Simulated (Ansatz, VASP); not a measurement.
C in VASP and in Ansatz

```
CELL_PARAMETERS angstrom
4.26940 0.00000 0.00000
0.00000 2.46492 0.00000
-1.35120 0.00000 3.37395
ATOMIC_POSITIONS crystal
C 0.83340 0.00000 0.00022
C 0.66660 0.50000 0.99978
C 0.33340 0.50000 0.00022
C 0.16660 0.00000 0.99978
```

Change from the starting cell: shear of c along a, cell held, atoms relaxed: +2.0 %.

Alike in both runs: functional PBE; dispersion D3(BJ); k mesh 8 × 12 × 8; occupations gaussian, width 0.02 eV; no spin polarisation.

Ansatz relaxed the structure, and its values are those at the end. VASP's run is a single point on that final structure, the one shown.

```csv
,VASP,Ansatz
version,VASP 6.6.1,Ansatz 0.2.0
potentials or method,"VASP PAW PBE potentials, release 64 (C), cutoff 520 eV","scalar-relativistic, plane waves, PAW"
valence electrons in the cell,16,16
```

|  | VASP | Ansatz | Ansatz less VASP |
| --- | --- | --- | --- |
| gap on the k mesh at the Fermi level (eV) | 0.53 | 0.53 | 0.000 |
| least direct gap on the mesh (eV) | 0.60 | 0.60 | -0.001 |
| pressure (GPa) | 0.4 | 0.0 | -0.45 |

Ansatz's warnings: stress scf threshold loose.
